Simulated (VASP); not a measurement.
# Pt (Immm) in VASP: notebook

The runs below take Pt through single point, with PBEsol.

Program: VASP 6.6.1. These are calculated values, not measurements. Logs are shortened: lines on timing, memory, paths and dates and some standing lists are left out, and cuts for length are marked.

**1. The cell of the first run**

The structure is orthorhombic, space group Immm (No. 71). The conventional cell has a = 2.686 Å, b = 2.852 Å, c = 3.916 Å, α = 90.00°, β = 90.00°, γ = 90.00°. Within 3.5 Å of Pt (site symmetry mmm) lie 12 Pt at 2.69 to 2.85 Å.

**2. Single point, PBEsol (strain -0.0600 x Voigt [0, 0, 0, 0, 0, 1])**

File INCAR:

```
SYSTEM = Pt
PREC = Accurate
ENCUT = 520
EDIFF = 1E-6
ISMEAR = 0
SIGMA = 0.15
LREAL = .FALSE.
LASPH = .TRUE.
NELM = 100
ALGO = Fast
ISIF = 2
LWAVE = .FALSE.
LCHARG = .TRUE.
GGA = PS
LELF = .TRUE.
LVHAR = .TRUE.
NBANDS = 11
```

File KPOINTS:

```
Automatic mesh
0
G
  20 20 20
  0 0 0
```

File POSCAR:

```
Pt
1.0
   -0.0587370000      1.9579000000      1.9579000000
    1.9579000000     -0.0587370000      1.9579000000
    1.8991630000      1.8991630000      0.0000000000
Pt
1
Direct
    0.0000000000      0.0000000000      0.0000000000
```

Potentials or basis: VASP PAW PBE potentials, release 64 (Pt).

Started as:

```
$ cat potpaw_PBE.64/Pt/POTCAR > POTCAR
$ mpirun -np 1 vasp_std > vasp.out
```

OUTCAR:

```text
SYSTEM = Pt
   PREC = Accurate
   ENCUT = 520
   EDIFF = 1E-6
   ISMEAR = 0
   LREAL = .FALSE.
   LASPH = .TRUE.
   NELM = 100
   ISIF = 2
   GGA = PS

 ion  position               nearest neighbor table
   1  0.000  0.000  0.000-

  LATTYP: Found a body centered orthorhombic cell.
 ALAT       =     2.6858220718
 B/A-ratio  =     1.0618556701
 C/A-ratio  =     1.4579521262

  Lattice vectors:

 A1 = (   0.0587370000,  -1.9579000000,  -1.9579000000)
 A2 = (  -0.0587370000,   1.9579000000,  -1.9579000000)
 A3 = (   1.9579000000,  -0.0587370000,   1.9579000000)

Analysis of symmetry for initial positions (statically):
=====================================================================
 Subroutine PRICEL returns:
 Original cell was already a primitive cell.

 Routine SETGRP: Setting up the symmetry group for a
 body centered orthorhombic supercell.

 Subroutine GETGRP returns: Found  8 space group operations
 (whereof  8 operations were pure point group operations)
 out of a pool of  8 trial point group operations.

The static configuration has the point symmetry D_2h.

Analysis of symmetry for dynamics (positions and initial velocities):
=====================================================================
 Subroutine PRICEL returns:
 Original cell was already a primitive cell.

 Routine SETGRP: Setting up the symmetry group for a
 body centered orthorhombic supercell.

 Subroutine GETGRP returns: Found  8 space group operations
 (whereof  8 operations were pure point group operations)
 out of a pool of  8 trial point group operations.

The dynamic configuration has the point symmetry D_2h.

 Subroutine INISYM returns: Found  8 space group operations
 (whereof  8 operations are pure point group operations),
 and found     1 'primitive' translations

----------------------------------------------------------------------------------------

                                     Primitive cell

  volume of cell :      14.9972

  direct lattice vectors                    reciprocal lattice vectors
    -0.058737000  1.957900000  1.957900000    -0.247937532  0.247937532  0.255375658
     1.957900000 -0.058737000  1.957900000     0.247937532 -0.247937532  0.255375658
     1.899163000  1.899163000  0.000000000     0.263273874  0.263273874 -0.255375658

  length of vectors
     2.769511664  2.769511664  2.685822072     0.433777323  0.433777323  0.451489747

  position of ions in fractional coordinates (direct lattice)
     0.000000000  0.000000000  0.000000000

  ion indices of the primitive-cell ions
   primitive index   ion index
                 1           1

----------------------------------------------------------------------------------------

 KPOINTS: Automatic mesh

Automatic generation of k-mesh.
 Grid dimensions read from file:
 generate k-points for:   20   20   20

 Generating k-lattice:

  Cartesian coordinates                     Fractional coordinates (reciprocal lattice)
    -0.012396877  0.012396877  0.012768783     0.050000000  0.000000000  0.000000000
     0.012396877 -0.012396877  0.012768783     0.000000000  0.050000000  0.000000000
     0.013163694  0.013163694 -0.012768783     0.000000000  0.000000000  0.050000000

  Length of vectors
     0.021688866  0.021688866  0.022574487

  Shift w.r.t. Gamma in fractional coordinates (k-lattice)
     0.000000000  0.000000000  0.000000000

 Subroutine IBZKPT returns following result:
 ===========================================

 Found   1166 irreducible k-points:

 Following reciprocal coordinates:
            Coordinates               Weight
  0.000000  0.000000  0.000000      1.000000
  0.050000  0.000000  0.000000      4.000000
  0.100000  0.000000  0.000000      4.000000
  0.150000  0.000000  0.000000      4.000000
  0.200000  0.000000  0.000000      4.000000
  0.250000 -0.000000  0.000000      4.000000
[... 16 lines left out ...]
 -0.400000  0.050000  0.000000      4.000000
 -0.350000  0.050000  0.000000      4.000000
 [... further k-points ...]
   k-points           NKPTS =   1166   k-points in BZ     NKDIM =   1166   number of bands    NBANDS=     11
   number of dos      NEDOS =    301   number of ions     NIONS =      1
   total plane-waves  NPLWV =  11520
   dimension x,y,z NGX =    24 NGY =   24 NGZ =   20
   dimension x,y,z NGXF=    48 NGYF=   48 NGZF=   40
   ions per type =               1
   NGX,Y,Z   is equivalent  to a cutoff of  14.41, 14.41, 12.38 a.u.
   NGXF,Y,Z  is equivalent  to a cutoff of  28.81, 28.81, 24.76 a.u.
 SYSTEM =  Pt
   PREC   = accura    normal or accurate (medium, high low for compatibility)
   ISTART =      0    job   : 0-new  1-cont  2-samecut
   ICHARG =      2    charge: 1-file 2-atom 10-const
   ISPIN  =      1    spin polarized calculation?
   LNONCOLLINEAR =      F non collinear calculations
   LSORBIT =      F    spin-orbit coupling
   LASPH  =      T    aspherical Exc in radial PAW
   ENCUT  =  520.0 eV  38.22 Ry    6.18 a.u.   5.15  5.15  4.99*2*pi/ulx,y,z
   NELM   =    100;   NELMIN=  2; NELMDL= -5     # of ELM steps
   EDIFF  = 0.1E-05   stopping-criterion for ELM
   LREAL  =      F    real-space projection
   EDIFFG = 0.1E-04   stopping-criterion for IOM
   NSW    =      0    number of steps for IOM
   IBRION =     -1    ionic relax: 0-MD 1-quasi-New 2-CG
   NFREE  =      0    steps in history (QN), initial steepest desc. (CG)
   ISIF   =      2    stress and relaxation
   ISYM   =      2    0-nonsym 1-usesym 2-fastsym
   POTIM  = 0.5000    time-step for ionic-motion
   TEBEG  =    0.0;   TEEND  =   0.0 temperature during run
   PSTRESS=    0.0 pullay stress
   NELECT =      10.0000    total number of electrons
   NUPDOWN=      -1.0000    fix difference up-down
   EMIN   =  10.00;   EMAX   =-10.00  energy-range for DOS
   EFERMI =   0.00;   METHOD = LEGACY
   ISMEAR =     0;   SIGMA  =   0.15  broadening in eV -4-tet -1-fermi 0-gaus
   EFERMI_NEDOS =   21; number of points for ismear=-14 and -15
   IALGO  =     68    algorithm
   IMIX   =      4    mixing-type and parameters
     AMIX     =   0.40;   BMIX     =  1.00
     AMIX_MAG =   1.60;   BMIX_MAG =  1.00
  volume/ion in A,a.u.               =      15.00       101.21
  Fermi-wavevector in a.u.,A,eV,Ry     =   1.430226  2.702735 27.831349  2.045546
  Thomas-Fermi vector in A             =   2.550094
   LORBIT       =      0    0 simple, 1 ext, 2 COOP (PROOUT), +10 PAW based schemes
   GGA     = PS    functional components
   LHFCALC =     F    Hartree Fock is set to
   AEXX    =    0.0000 exact exchange contribution
   IVDW    =     0    specifies the selected vdW correction
   LEPSILON=     F    determine dielectric tensor
   LRPA    =     F    only Hartree local field effects (RPA)
 non-spin polarized calculation
 RMM-DIIS sequential band-by-band and
 Gauss-broadening in eV      SIGMA  =   0.15
  energy-cutoff  :      520.00
  volume of cell :       15.00
 maximum number of plane-waves:       417
 NGX is ok and might be reduce to    24
   NGX = 11   NGY = 11   NGZ =  9

 number of electron      10.0000000 magnetization

 Free energy of the ion-electron system (eV)
  ---------------------------------------------------
  ext. energy  EPLUGINS =         0.00000000
  ---------------------------------------------------
  free energy    TOTEN  =        -6.95997924 eV

  energy without entropy =       -6.94173212  energy(sigma->0) =       -6.95085568

 E-fermi :  11.2018     XC(G=0): -13.6579

 val. band max:       11.2016297070   @ k =   0.4000   0.2500   0.0000
 cond. band min:      11.2020517575   @ k =   0.4000   0.1500   0.0000
 fundamental gap:      0.0004220505
 Fermi energy:        11.2018325568

 k-point     1 :       0.0000    0.0000    0.0000
  band No.  band energies     occupation
      1       0.8434      2.00000
      2       7.0099      2.00000
      3       7.2405      2.00000
      4       7.7476      2.00000
      5       9.5984      2.00000
      6       9.6330      2.00000
      7      25.7605      0.00000
      8      29.8638      0.00000
      9      30.8614      0.00000
     10      31.8210      0.00000
     11      36.1339      0.00000

 k-point     2 :       0.0500    0.0000    0.0000
  band No.  band energies     occupation
      1       0.9395      2.00000
      2       7.0001      2.00000
      3       7.2399      2.00000
      4       7.7850      2.00000
      5       9.5848      2.00000
      6       9.6172      2.00000
      7      25.9006      0.00000
      8      29.5367      0.00000
      9      30.8562      0.00000
     10      31.9634      0.00000
     11      36.6978      0.00000

 k-point     3 :       0.1000    0.0000    0.0000
  band No.  band energies     occupation
      1       1.2205      2.00000
      2       6.9434      2.00000
      3       7.2692      2.00000
      4       7.8844      2.00000
      5       9.5586      2.00000
      6       9.5842      2.00000
      7      26.2808      0.00000
      8      28.5364      0.00000
      9      31.2056      0.00000
     10      32.3815      0.00000
     11      37.6642      0.00000

 k-point     4 :       0.1500    0.0000    0.0000
  band No.  band energies     occupation
      1       1.6621      2.00000
      2       6.8489      2.00000
      3       7.3304      2.00000
      4       8.0049      2.00000
      5       9.5652      2.00000
      6       9.5742      2.00000
      7      26.6429      0.00000
      8      27.3692      0.00000
      9      31.9065      0.00000
     10      33.0467      0.00000
     11      36.5117      0.00000
[... 239 lines left out ...]
 k-point    22 :      -0.4500    0.0500    0.0000
  band No.  band energies     occupation
      1       3.7507      2.00000
      2       6.9398      2.00000
      3       7.7690      2.00000
      4       9.6719      2.00000
      5      11.2510      0.64327
      6      11.5580      0.00079
      7      16.9406      0.00000
      8      25.7557      0.00000
      9      29.9024      0.00000
     10      31.2693      0.00000
     11      39.3922      0.00000

 k-point    23 :      -0.4000    0.0500    0.0000
  band No.  band energies     occupation
      1       3.7319      2.00000
      2       6.9935      2.00000
      3       7.8157      2.00000
      4       9.0585      2.00000
      5      10.9769      1.96604
      6      11.2032      0.98979
      7      18.1632      0.00000
      8      25.9884      0.00000
      9      30.1524      0.00000
     10      32.0332      0.00000
     11      38.3877      0.00000

 k-point    24 :      -0.3500    0.0500    0.0000
  band No.  band energies     occupation
      1       3.6526      2.00000
      2       7.0837      2.00000
      3       7.9010      2.00000
      4       8.1662      2.00000
      5      10.5945      2.00000
      6      10.8698      1.99825
      7      19.8301      0.00000
      8      26.3953      0.00000
      9      30.7341      0.00000
     10      33.1972      0.00000
     11      36.8959      0.00000

 [... further k-points ...]

------------------------ aborting loop because EDIFF is reached ----------------------------------------

  FORCE on cell =-STRESS in cart. coord.  units (eV):
  Direction    XX          YY          ZZ          XY          YZ          ZX
  --------------------------------------------------------------------------------------
  -------------------------------------------------------------------------------------
  Total        0.2214371      0.2214371     -0.0942742      0.4968478      0.0000000      0.0000000
  in kB       23.6564990     23.6564990    -10.0714757     53.0790922      0.0000000      0.0000000
  external PRESSURE =      12.4138408 kB  Pullay stress =       0.0000000 kB

 VOLUME and BASIS-vectors are now :
 -----------------------------------------------------------------------------
  energy-cutoff  :      520.00
  volume of cell :       15.00
      direct lattice vectors                 reciprocal lattice vectors
    -0.058737000  1.957900000  1.957900000    -0.247937532  0.247937532  0.255375658
     1.957900000 -0.058737000  1.957900000     0.247937532 -0.247937532  0.255375658
     1.899163000  1.899163000  0.000000000     0.263273874  0.263273874 -0.255375658

 POSITION                                       TOTAL-FORCE (eV/Angst)
 -----------------------------------------------------------------------------------
      0.00000      0.00000      0.00000         0.000000      0.000000      0.000000
 -----------------------------------------------------------------------------------
    total drift:                                0.000000      0.000000     -0.000000

  FREE ENERGIE OF THE ION-ELECTRON SYSTEM (eV)
  ---------------------------------------------------
  free  energy   TOTEN  =        -6.9599792446 eV

  energy  without entropy=       -6.9417321249  energy(sigma->0) =       -6.95085568
```

Wall time 1.7 min (1 thread of Intel Xeon Platinum 8259CL at 2.50GHz (Skylake/Cascade Lake), shared host); peak memory 0.3 GiB.

What came out:

```yaml
Free_energy: -6.9600 eV
Pressure: 1.2 GPa
Band_gap_on_the_k_mesh: zero (band 5 reaches 11.79 eV, above the bottom of band 6 at 9.41 eV)
```

Caveat: the cell differs from its parent crystal (strain -0.0600 x Voigt [0, 0, 0, 0, 0, 1]); the PAW data sets were made with another functional, which shifts forces and pressure a little; spin-orbit coupling is left out, which moves the levels of the heavy elements.

**3. Single point, PBEsol (strain +0.0450 x Voigt [0, 0, 0, 0, 0, 1])**

File INCAR:

```
PREC = Accurate
ENCUT = 520
EDIFF = 1E-7
ISMEAR = 0
SIGMA = 0.15
LREAL = False
LASPH = True
NELM = 100
ALGO = Fast
ISIF = 2
LWAVE = False
LCHARG = False
GGA = PS
NBANDS = 11
```

File KPOINTS:

```
regular mesh
0
Gamma
  20 20 20
```

File POSCAR:

```
Pt
1.0
    0.0440527500      1.9579000000      1.9579000000
    1.9579000000      0.0440527500      1.9579000000
    2.0019527500      2.0019527500      0.0000000000
Pt
1
Direct
    0.0000000000      0.0000000000      0.0000000000
```

Potentials or basis: VASP PAW PBE potentials, release 64 (Pt).

Started as:

```
$ cat potpaw_PBE.64/Pt/POTCAR > POTCAR
$ mpirun -np 1 vasp_std > vasp.out
```

OUTCAR:

```text
PREC = Accurate
   ENCUT = 520
   EDIFF = 1E-7
   ISMEAR = 0
   LREAL = False
   LASPH = True
   NELM = 100
   ISIF = 2
   GGA = PS

 ion  position               nearest neighbor table
   1  0.000  0.000  0.000-

  LATTYP: Found a body centered orthorhombic cell.
 ALAT       =     2.7065887373
 B/A-ratio  =     1.0460358056
 C/A-ratio  =     1.4467657927

  Lattice vectors:

 A1 = (   1.9579000000,   0.0440527500,  -1.9579000000)
 A2 = (  -1.9579000000,  -0.0440527500,  -1.9579000000)
 A3 = (   0.0440527500,   1.9579000000,   1.9579000000)

Analysis of symmetry for initial positions (statically):
=====================================================================
 Subroutine PRICEL returns:
 Original cell was already a primitive cell.

 Routine SETGRP: Setting up the symmetry group for a
 body centered orthorhombic supercell.

 Subroutine GETGRP returns: Found  8 space group operations
 (whereof  8 operations were pure point group operations)
 out of a pool of  8 trial point group operations.

The static configuration has the point symmetry D_2h.
[... 166 lines left out ...]
 Fermi energy:        11.1983956348

 k-point     1 :       0.0000    0.0000    0.0000
  band No.  band energies     occupation
      1       0.8408      2.00000
      2       7.0916      2.00000
      3       7.2889      2.00000
      4       7.6438      2.00000
      5       9.5769      2.00000
      6       9.5976      2.00000
      7      25.7764      0.00000
      8      30.0822      0.00000
      9      30.8265      0.00000
     10      31.5492      0.00000
     11      36.1178      0.00000
[... 309 lines left out ...]
 k-point    24 :      -0.3500    0.0500    0.0000
  band No.  band energies     occupation
      1       3.8802      2.00000
      2       7.2666      2.00000
      3       7.6949      2.00000
      4       8.3396      2.00000
      5      10.2780      2.00000
      6      11.2172      0.85928
      7      20.6853      0.00000
      8      26.2098      0.00000
      9      30.8352      0.00000
     10      31.7523      0.00000
     11      36.3461      0.00000

 [... further k-points ...]

------------------------ aborting loop because EDIFF is reached ----------------------------------------

  FORCE on cell =-STRESS in cart. coord.  units (eV):
  Direction    XX          YY          ZZ          XY          YZ          ZX
  --------------------------------------------------------------------------------------
  -------------------------------------------------------------------------------------
  Total        0.1356867      0.1356867     -0.0454687     -0.3603984      0.0000000      0.0000000
  in kB       14.4899271     14.4899271     -4.8555803    -38.4868060      0.0000000      0.0000000
  external PRESSURE =       8.0414246 kB  Pullay stress =       0.0000000 kB

 VOLUME and BASIS-vectors are now :
 -----------------------------------------------------------------------------
  energy-cutoff  :      520.00
  volume of cell :       15.00
      direct lattice vectors                 reciprocal lattice vectors
     0.044052750  1.957900000  1.957900000    -0.261253870  0.261253870  0.255375658
     1.957900000  0.044052750  1.957900000     0.261253870 -0.261253870  0.255375658
     2.001952750  2.001952750  0.000000000     0.249756144  0.249756144 -0.255375658

 POSITION                                       TOTAL-FORCE (eV/Angst)
 -----------------------------------------------------------------------------------
      0.00000      0.00000      0.00000         0.000000      0.000000      0.000000
 -----------------------------------------------------------------------------------
    total drift:                                0.000000     -0.000000     -0.000000

  FREE ENERGIE OF THE ION-ELECTRON SYSTEM (eV)
  ---------------------------------------------------
  free  energy   TOTEN  =        -6.9664726554 eV

  energy  without entropy=       -6.9476765972  energy(sigma->0) =       -6.95707463
```

Wall time 3.1 min (1 thread of Intel Xeon Platinum 8259CL at 2.50GHz (Skylake/Cascade Lake), shared host); peak memory 0.31 GiB.

What came out:

```yaml
Free_energy: -6.9665 eV
Pressure: 0.8 GPa
Band_gap_on_the_k_mesh: zero (band 5 reaches 11.75 eV, above the bottom of band 6 at 9.40 eV)
```

Caveat: the cell differs from its parent crystal (strain +0.0450 x Voigt [0, 0, 0, 0, 0, 1]); the PAW data sets were made with another functional, which shifts forces and pressure a little; spin-orbit coupling is left out, which moves the levels of the heavy elements.
